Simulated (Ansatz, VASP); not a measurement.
**One calculation of Si, two programs**

File INCAR:

```
SYSTEM = Si
PREC = Accurate ; ENCUT = 520
EDIFF = 1E-6 ; ISMEAR = 0
SIGMA = 0.03 ; LREAL = .FALSE.
LASPH = .TRUE. ; NELM = 100
ALGO = Normal ; ISIF = 2
LWAVE = .FALSE. ; LCHARG = .TRUE.
GGA = CA ; LELF = .TRUE.
LVHAR = .TRUE. ; NBANDS = 16
```

File KPOINTS:

```
regular mesh
0
G
  12 12 6
  0 0 0
```

The input POSCAR:

```
Si
1.0
    3.8313174605      0.0000000000      0.0000000000
   -1.9156587303      3.4424439352      0.0000000000
    0.0000000000      0.0000000000      6.3326220002
Si
4
Direct
    0.3333333333      0.6666666667      0.0630095000
    0.6666666667      0.3333333333      0.5630095000
    0.3333333333      0.6666666667      0.4369905000
    0.6666666667      0.3333333333      0.9369905000
```

Input for Ansatz:

```yaml
crystal:
  lattice:
    - [3.8313174605, 0.0, 0.0]
    - [-1.9156587303, 3.4424439352, 0.0]
    - [0.0, 0.0, 6.3326220002]
  atoms:
    - { symbol: Si, position: [0.3333333333, 0.6666666667, 0.0630095] }
    - { symbol: Si, position: [0.6666666667, 0.3333333333, 0.5630095] }
    - { symbol: Si, position: [0.3333333333, 0.6666666667, 0.4369905] }
    - { symbol: Si, position: [0.6666666667, 0.3333333333, 0.9369905] }
basis:
  ecutwfc: 420
kpoints:
  mp_grid: { grid: [12, 12, 6] }
hamiltonian:
  xc: lda
scf:
  occupations: { method: gaussian, width: 0.03 }
output:
  forces: true
  stress: true
  eigenvalues: true
```

Change from the starting cell: strain +0.0375 x Voigt [0, 1, 0, 0, 0, 0], atoms carried along.

Alike in both runs: task single point; functional LDA; k mesh 12 × 12 × 6; occupations gaussian, width 0.03 eV; no spin polarisation.

|  | VASP | Ansatz |
| --- | --- | --- |
| version | VASP 6.6.1 | Ansatz 0.2.0 |
| potentials or method | VASP PAW LDA potentials, release 64 (Si), cutoff 520 eV | scalar-relativistic, plane waves, PAW |
| valence electrons in the cell | 16 | 16 |

```tsv
	VASP	Ansatz	Ansatz less VASP
gap on the k mesh at the Fermi level (eV)	0.12	0.12	+0.003
least direct gap on the mesh (eV)	0.49	0.49	-0.007
pressure (GPa)	-4.9	-4.9	-0.03
traceless stress, the component that is largest in VASP (GPa)	-4.02	-4.00	+0.019
rms of the force components (eV/Å)	0.157	0.157	-0.0003
```

LDA's correlation is that of Perdew and Zunger in VASP and of Perdew and Wang (1992) in Ansatz. Atom by atom the forces differ by 0.001 eV/Å (rms over components).
